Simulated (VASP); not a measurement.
Crystal: GaAs.

```
Ga As
1.0
     0.00000    2.82685    2.82685
     2.82685    0.00000    2.82685
     2.82685    2.82685    0.00000
Ga As
1 1
Direct
  0.00000 0.00000 0.00000
  0.75000 0.75000 0.75000
```

Base run:

| Quantity | Value |
| --- | --- |
| Program | VASP 6.6.1 |
| Functional | PBE |
| Potentials or basis | VASP PAW PBE potentials, release 64 (Ga_d, As) |
| Cutoff | 520 eV |
| k mesh | 8 × 8 × 8 |
| Occupations | gaussian, width 0.05 eV |
| Spin | no spin polarisation |

Its results: band gap on the k mesh 0.52 eV, direct; pressure 3.4 GPa.

Problem. The run is repeated on the same cell with these changes: functional from PBE to r2SCAN; dispersion from none to D3(BJ). What comes out?

Solution. Band gap on the k mesh 1.00 eV, direct; pressure -0.4 GPa.

Several settings changed at once, so the effect can't be laid on one alone.

Caveats: three body term missing (some runs); the PAW data sets were made with another functional, which shifts forces and pressure a little (some runs).

A k mesh can miss the band edges.
